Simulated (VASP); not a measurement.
# Sc (P6_3/mmc) in VASP: a series of runs

The runs below take Sc through single point, with PBEsol.

All numbers are computed with VASP 6.6.1; they aren't measurements. Logs are shortened: lines on timing, memory, paths and dates and some standing lists are left out, and cuts for length are marked.

## Step 1: The cell of the first run

It takes space group P6_3/mmc (No. 194, hexagonal). The conventional cell has a = 3.309 Å, b = 3.309 Å, c = 5.268 Å, α = 90.00°, β = 90.00°, γ = 120.00°. Sc (site symmetry -6m2) has 12 Sc at 3.25 to 3.31 Å within 4.3 Å.

## Step 2: Single point, PBEsol

The input, INCAR:

```
SYSTEM = Sc
PREC = Accurate
ENCUT = 500
EDIFF = 1E-6
ISMEAR = 0
SIGMA = 0.1
LREAL = .False.
LASPH = .True.
NELM = 120
ALGO = Normal
ISIF = 2
LWAVE = .False.
LCHARG = .False.
GGA = PS
NBANDS = 18
GGA_COMPAT = .False.
```

The input, KPOINTS:

```
regular mesh
0
Gamma
  6 6 4
  0 0 0
```

The input, POSCAR:

```
Sc
1.0
   -1.6543989487     -2.8655030350      0.0000000000
   -1.6543989486      2.8655030350      0.0000000000
    0.0000000000      0.0000000000     -5.2680000000
Sc
2
Direct
    0.3333333333      0.6666666667      0.2500000000
    0.6666666667      0.3333333335      0.7500000000
```

Potentials or basis: VASP PAW PBE potentials, release 64 (Sc_sv).

On the command line:

```sh
$ cat potpaw_PBE.64/Sc_sv/POTCAR > POTCAR
$ mpirun -np 1 vasp_std > vasp.out
```

OUTCAR:

```text
SYSTEM = Sc
   PREC = Accurate
   ENCUT = 500
   EDIFF = 1E-6
   ISMEAR = 0
   LREAL = .False.
   LASPH = .True.
   NELM = 120
   ISIF = 2
   GGA = PS

 ion  position               nearest neighbor table
   1  0.333  0.667  0.250-   2 3.25   2 3.25   2 3.25   2 3.25   2 3.25   2 3.25
   2  0.667  0.333  0.750-   1 3.25   1 3.25   1 3.25   1 3.25   1 3.25   1 3.25

  LATTYP: Found a hexagonal cell.
 ALAT       =     3.3087978973
 C/A-ratio  =     1.5921190002

  Lattice vectors:

 A1 = (  -1.6543989487,  -2.8655030350,   0.0000000000)
 A2 = (  -1.6543989486,   2.8655030350,   0.0000000000)
 A3 = (   0.0000000000,   0.0000000000,  -5.2680000000)

Analysis of symmetry for initial positions (statically):
=====================================================================
 Subroutine PRICEL returns:
 Original cell was already a primitive cell.

 Routine SETGRP: Setting up the symmetry group for a
 hexagonal supercell.

 Subroutine GETGRP returns: Found 24 space group operations
 (whereof 12 operations were pure point group operations)
 out of a pool of 24 trial point group operations.

The static configuration has the point symmetry D_3d.
 The point group associated with its full space group is D_6h.

Analysis of symmetry for dynamics (positions and initial velocities):
=====================================================================
 Subroutine PRICEL returns:
 Original cell was already a primitive cell.

 Routine SETGRP: Setting up the symmetry group for a
 hexagonal supercell.

 Subroutine GETGRP returns: Found 24 space group operations
 (whereof 12 operations were pure point group operations)
 out of a pool of 24 trial point group operations.

The dynamic configuration has the point symmetry D_3d.
 The point group associated with its full space group is D_6h.

 Subroutine INISYM returns: Found 24 space group operations
 (whereof 12 operations are pure point group operations),
 and found     1 'primitive' translations

----------------------------------------------------------------------------------------

                                     Primitive cell

  volume of cell :      49.9479

  direct lattice vectors                    reciprocal lattice vectors
    -1.654398949 -2.865503035  0.000000000    -0.302224563 -0.174489433  0.000000000
    -1.654398949  2.865503035  0.000000000    -0.302224563  0.174489433  0.000000000
     0.000000000  0.000000000 -5.268000000     0.000000000  0.000000000 -0.189825361

  length of vectors
     3.308797897  3.308797897  5.268000000     0.348978866  0.348978866  0.189825361

  position of ions in fractional coordinates (direct lattice)
     0.333333333  0.666666667  0.250000000
     0.666666667  0.333333334  0.750000000

  ion indices of the primitive-cell ions
   primitive index   ion index
                 1           1
                 2           2

----------------------------------------------------------------------------------------

 KPOINTS: regular mesh

Automatic generation of k-mesh.
 Grid dimensions read from file:
 generate k-points for:    6    6    4

 Generating k-lattice:

  Cartesian coordinates                     Fractional coordinates (reciprocal lattice)
    -0.050370761 -0.029081572  0.000000000     0.166666667 -0.000000000  0.000000000
    -0.050370761  0.029081572  0.000000000     0.000000000  0.166666667  0.000000000
     0.000000000  0.000000000 -0.047456340     0.000000000  0.000000000  0.250000000

  Length of vectors
     0.058163144  0.058163144  0.047456340

  Shift w.r.t. Gamma in fractional coordinates (k-lattice)
     0.000000000  0.000000000  0.000000000

 Subroutine IBZKPT returns following result:
 ===========================================

 Found     21 irreducible k-points:

 Following reciprocal coordinates:
            Coordinates               Weight
  0.000000  0.000000  0.000000      1.000000
  0.166667 -0.000000  0.000000      6.000000
  0.333333 -0.000000  0.000000      6.000000
  0.500000 -0.000000  0.000000      3.000000
  0.166667  0.166667  0.000000      6.000000
  0.333333  0.166667  0.000000     12.000000
[... 13 lines left out ...]
  0.333333  0.166667  0.500000     12.000000
  0.333333  0.333333  0.500000      2.000000
   k-points           NKPTS =     21   k-points in BZ     NKDIM =     21   number of bands    NBANDS=     18
   number of dos      NEDOS =    301   number of ions     NIONS =      2
   total plane-waves  NPLWV =  23040
   dimension x,y,z NGX =    24 NGY =   24 NGZ =   40
   dimension x,y,z NGXF=    48 NGYF=   48 NGZF=   80
   ions per type =               2
   NGX,Y,Z   is equivalent  to a cutoff of  12.06, 12.06, 12.62 a.u.
   NGXF,Y,Z  is equivalent  to a cutoff of  24.12, 24.12, 25.25 a.u.
 SYSTEM =  Sc
   PREC   = accura    normal or accurate (medium, high low for compatibility)
   ISTART =      0    job   : 0-new  1-cont  2-samecut
   ICHARG =      2    charge: 1-file 2-atom 10-const
   ISPIN  =      1    spin polarized calculation?
   LNONCOLLINEAR =      F non collinear calculations
   LSORBIT =      F    spin-orbit coupling
   LASPH  =      T    aspherical Exc in radial PAW
   ENCUT  =  500.0 eV  36.75 Ry    6.06 a.u.   6.03  6.03  9.60*2*pi/ulx,y,z
   NELM   =    120;   NELMIN=  2; NELMDL= -5     # of ELM steps
   EDIFF  = 0.1E-05   stopping-criterion for ELM
   LREAL  =      F    real-space projection
   EDIFFG = 0.1E-04   stopping-criterion for IOM
   NSW    =      0    number of steps for IOM
   IBRION =     -1    ionic relax: 0-MD 1-quasi-New 2-CG
   NFREE  =      0    steps in history (QN), initial steepest desc. (CG)
   ISIF   =      2    stress and relaxation
   ISYM   =      2    0-nonsym 1-usesym 2-fastsym
   POTIM  = 0.5000    time-step for ionic-motion
   TEBEG  =    0.0;   TEEND  =   0.0 temperature during run
   PSTRESS=    0.0 pullay stress
   NELECT =      22.0000    total number of electrons
   NUPDOWN=      -1.0000    fix difference up-down
   EMIN   =  10.00;   EMAX   =-10.00  energy-range for DOS
   EFERMI =   0.00;   METHOD = LEGACY
   ISMEAR =     0;   SIGMA  =   0.10  broadening in eV -4-tet -1-fermi 0-gaus
   EFERMI_NEDOS =   21; number of points for ismear=-14 and -15
   IALGO  =     38    algorithm
   IMIX   =      4    mixing-type and parameters
     AMIX     =   0.40;   BMIX     =  1.00
     AMIX_MAG =   1.60;   BMIX_MAG =  1.00
  volume/ion in A,a.u.               =      24.97       168.53
  Fermi-wavevector in a.u.,A,eV,Ry     =   1.245595  2.353833 21.109524  1.551506
  Thomas-Fermi vector in A             =   2.379810
   LORBIT       =      0    0 simple, 1 ext, 2 COOP (PROOUT), +10 PAW based schemes
   GGA     = PS    functional components
   LHFCALC =     F    Hartree Fock is set to
   AEXX    =    0.0000 exact exchange contribution
   IVDW    =     0    specifies the selected vdW correction
   LEPSILON=     F    determine dielectric tensor
   LRPA    =     F    only Hartree local field effects (RPA)
 non-spin polarized calculation
 Gauss-broadening in eV      SIGMA  =   0.10
  energy-cutoff  :      500.00
  volume of cell :       49.95
 maximum number of plane-waves:      1296
   NGX = 13   NGY = 13   NGZ = 19

 number of electron      22.0000006 magnetization

 Free energy of the ion-electron system (eV)
  ---------------------------------------------------
  ext. energy  EPLUGINS =         0.00000000
  ---------------------------------------------------
  free energy    TOTEN  =       -13.20377739 eV

  energy without entropy =      -13.18821225  energy(sigma->0) =      -13.19599482

 E-fermi :   3.5176     XC(G=0):  -9.9363

 val. band max:        3.4479643779   @ k =   0.3333   0.1667   0.2500
 cond. band min:       3.5465635120   @ k =   0.5000  -0.0000   0.5000
 fundamental gap:      0.0985991341
 Fermi energy:         3.5175558901

 k-point     1 :       0.0000    0.0000    0.0000
  band No.  band energies     occupation
      1     -45.7379      2.00000
      2     -45.6749      2.00000
      3     -24.6287      2.00000
      4     -24.3124      2.00000
      5     -24.3124      2.00000
      6     -24.2546      2.00000
[... 10 lines left out ...]
     17       5.8648      0.00000
     18       5.8648      0.00000

 k-point     2 :       0.1667   -0.0000    0.0000
  band No.  band energies     occupation
      1     -45.7257      2.00000
      2     -45.6702      2.00000
      3     -24.5951      2.00000
      4     -24.3796      2.00000
      5     -24.3343      2.00000
      6     -24.3236      2.00000
[... 10 lines left out ...]
     17       5.7032      0.00000
     18       5.8799      0.00000

 k-point     3 :       0.3333   -0.0000    0.0000
  band No.  band energies     occupation
      1     -45.6991      2.00000
      2     -45.6628      2.00000
      3     -24.5161      2.00000
      4     -24.5140      2.00000
      5     -24.4547      2.00000
      6     -24.3753      2.00000
[... 10 lines left out ...]
     17       6.5842      0.00000
     18       6.7788      0.00000

 k-point     4 :       0.5000   -0.0000    0.0000
  band No.  band energies     occupation
      1     -45.6827      2.00000
      2     -45.6621      2.00000
      3     -24.5850      2.00000
      4     -24.5174      2.00000
      5     -24.4541      2.00000
      6     -24.3950      2.00000
[... 312 lines left out ...]
      4     -24.5125      2.00000
      5     -24.3542      2.00000
      6     -24.3542      2.00000
[... 10 lines left out ...]
     17       6.8956      0.00000
     18       6.8957      0.00000

 k-point    20 :       0.3333    0.1667    0.5000
  band No.  band energies     occupation
      1     -45.6724      2.00000
      2     -45.6724      2.00000
      3     -24.5771      2.00000
      4     -24.5771      2.00000
      5     -24.4011      2.00000
      6     -24.4011      2.00000
[... 10 lines left out ...]
     17       7.2324      0.00000
     18       7.2324      0.00000

 k-point    21 :       0.3333    0.3333    0.5000
  band No.  band energies     occupation
      1     -45.6682      2.00000
      2     -45.6682      2.00000
      3     -24.5540      2.00000
      4     -24.5540      2.00000
      5     -24.4692      2.00000
      6     -24.4692      2.00000
[... 10 lines left out ...]
     17       7.1008      0.00000
     18       7.1008      0.00000

------------------------ aborting loop because EDIFF is reached ----------------------------------------

  FORCE on cell =-STRESS in cart. coord.  units (eV):
  Direction    XX          YY          ZZ          XY          YZ          ZX
  --------------------------------------------------------------------------------------
  -------------------------------------------------------------------------------------
  Total       -0.6651760     -0.6651760     -1.4153679     -0.0000000      0.0000000     -0.0000000
  in kB      -21.3368486    -21.3368486    -45.4007528     -0.0000000      0.0000000     -0.0000000
  external PRESSURE =     -29.3581500 kB  Pullay stress =       0.0000000 kB

 VOLUME and BASIS-vectors are now :
 -----------------------------------------------------------------------------
  energy-cutoff  :      500.00
  volume of cell :       49.95
      direct lattice vectors                 reciprocal lattice vectors
    -1.654398949 -2.865503035  0.000000000    -0.302224563 -0.174489433  0.000000000
    -1.654398949  2.865503035  0.000000000    -0.302224563  0.174489433  0.000000000
     0.000000000  0.000000000 -5.268000000     0.000000000  0.000000000 -0.189825361

 POSITION                                       TOTAL-FORCE (eV/Angst)
 -----------------------------------------------------------------------------------
     -1.65440      0.95517     -1.31700         0.000000     -0.000000      0.000000
     -1.65440     -0.95517     -3.95100        -0.000000      0.000000      0.000000
 -----------------------------------------------------------------------------------
    total drift:                                0.000000     -0.000000     -0.000000

  FREE ENERGIE OF THE ION-ELECTRON SYSTEM (eV)
  ---------------------------------------------------
  free  energy   TOTEN  =       -13.2037773946 eV

  energy  without entropy=      -13.1882122528  energy(sigma->0) =      -13.19599482
```

Wall time 20 s (1 thread of AMD EPYC 9R14 (Zen 4), shared host); peak memory 0.13 GiB.

Results:

- Free energy: -13.2038 eV
- Pressure: -2.9 GPa
- Band gap on the k mesh: zero (bands 11 and 12 overlap by 1.34 eV)

Caveat: the k points lie up to 0.37 Å⁻¹ apart, too coarse for converged energies and pressures of a metal; the PAW data sets were made with another functional, which shifts forces and pressure a little.

## Step 3: Single point, PBEsol

This run uses another cell than the first one, of 23.63 Å³/atom.

The input, INCAR:

```
PREC = Accurate
ENCUT = 500
EDIFF = 1E-6
ISMEAR = 0
SIGMA = 0.1
LREAL = False
LASPH = True
NELM = 120
ALGO = Normal
ISIF = 2
LWAVE = False
LCHARG = True
GGA = PS
LELF = True
LVHAR = True
ISYM = 0
NBANDS = 18
GGA_COMPAT = False
```

The input, KPOINTS:

```
regular mesh
0
Gamma
  11 7 12
```

The input, POSCAR:

```
Sc
1.0
    3.2769193513      0.0000000000      0.0000000000
    0.0000000000      5.0825078105      0.0000000000
    1.6384596757      0.0000000000      2.8378954044
Sc
2
Direct
    0.3333333333      0.7500000000      0.3333333333
    0.6666666667      0.2500000000      0.6666666667
```

Potentials or basis: VASP PAW PBE potentials, release 64 (Sc_sv).

On the command line:

```sh
$ cat potpaw_PBE.64/Sc_sv/POTCAR > POTCAR
$ mpirun -np 1 vasp_std > vasp.out
```

It took 3.6 min on 1 thread of Intel Xeon Platinum 8488C (Sapphire Rapids), shared host; peak memory 0.4 GiB.

The run converged. Its results:

- Free energy: -13.2208 eV
- Pressure: 0.0 GPa
- Band gap on the k mesh: zero (bands 11 and 12 overlap by 1.41 eV)

Levels at points of the mesh, in eV from the Fermi level:
```
           k point  band 9  band 10  band 11  band 12  band 13  band 14
(0.00, 0.00, 0.00)   -5.21    -1.70     0.75     1.63     1.63     1.94
(0.00, 0.00, 0.50)   -1.65    -1.12    -0.73    -0.33     1.35     1.36
```

Caveat: the PAW data sets were made with another functional, which shifts forces and pressure a little.

## Step 4: Single point, PBEsol

This run uses another cell than the first one, of 23.63 Å³/atom.

The input, INCAR:

```
PREC = Accurate ; ENCUT = 520
EDIFF = 1E-7 ; ISMEAR = 0
SIGMA = 0.1 ; LREAL = False
LASPH = True ; NELM = 60
ALGO = Fast ; ISIF = 2
LWAVE = False ; LCHARG = True
GGA = PS ; LELF = True
LVHAR = True ; NBANDS = 18
ISYM = 0
```

The input, KPOINTS:

```
Automatic mesh
0
Gamma
  11 6 14
```

The input, POSCAR:

```
Sc
1.0
    3.2769193513      0.0000000000      0.0000000000
   -1.6384596756      5.8211284106      0.0000000000
    1.6384596756      1.3835204720      2.4778057692
Sc
2
Direct
    0.0833333333      0.7500000000      0.5833333333
    0.9166666667      0.2500000000      0.4166666667
```

On the command line:

```sh
$ cat potpaw_PBE.64/Sc_sv/POTCAR > POTCAR
$ mpirun -np 1 vasp_std > vasp.out
```

It took 11 min on 1 thread of Intel Xeon Platinum 8259CL at 2.50GHz (Skylake/Cascade Lake), shared host; peak memory 0.42 GiB.

Results (log left out):

```yaml
Free_energy: -13.2210 eV
Pressure: 0.0 GPa
Largest_force: 0.003 eV/Å
Band_gap_on_the_k_mesh: zero (bands 11 and 12 overlap by 1.58 eV)
```

Forces in eV/Å, atoms in the order of the input:
```
Sc  -0.003  0.001  0.000
Sc   0.003 -0.001  0.000
```

Levels at points of the mesh, in eV from the Fermi level:
| k point | band 9 | band 10 | band 11 | band 12 | band 13 | band 14 |
| --- | --- | --- | --- | --- | --- | --- |
| (0.00, 0.00, 0.00) | -5.21 | -1.70 | 0.75 | 1.63 | 1.63 | 1.94 |
| (0.00, 0.50, 0.00) | -3.61 | -3.61 | 1.02 | 1.02 | 1.54 | 1.54 |
| (0.00, 0.00, 0.50) | -1.54 | -1.54 | 0.08 | 0.08 | 1.36 | 1.36 |
| (0.00, 0.50, 0.50) | -1.65 | -1.11 | -0.73 | -0.33 | 1.35 | 1.37 |

Caveat: the PAW data sets were made with another functional, which shifts forces and pressure a little.

## Step 5: Overview

| cell | k mesh | cutoff (eV) | gap on the mesh (eV) | pressure (GPa) |
| --- | --- | --- | --- | --- |
| a = 3.309, b = 3.309, c = 5.268 Å, angles 90.0, 90.0, 120.0°, 2 atoms, atomic positions A | 6 × 6 × 4 | 500 | none | -2.9 |
| a = 3.277, b = 5.083 Å, angles 90.0, 60.0, 90.0°, 2 atoms, atomic positions B | 11 × 7 × 12 | 500 | none | 0.0 |
| a = 3.277, b = 6.047 Å, angles 74.3, 60.0, 105.7°, 2 atoms, atomic positions C | 11 × 6 × 14 | 520 | none | 0.0 |

Alike in all rows: task single point; level PBEsol; potentials or basis VASP PAW PBE potentials, release 64 (Sc_sv); no spin polarisation; smearing gaussian 0.1 eV.

Caveats: some runs use coarse meshes; the PAW data sets were made with another functional, which shifts forces and pressure a little.

Total energies depend on the potentials used, so only differences within one code and one set of settings carry meaning.
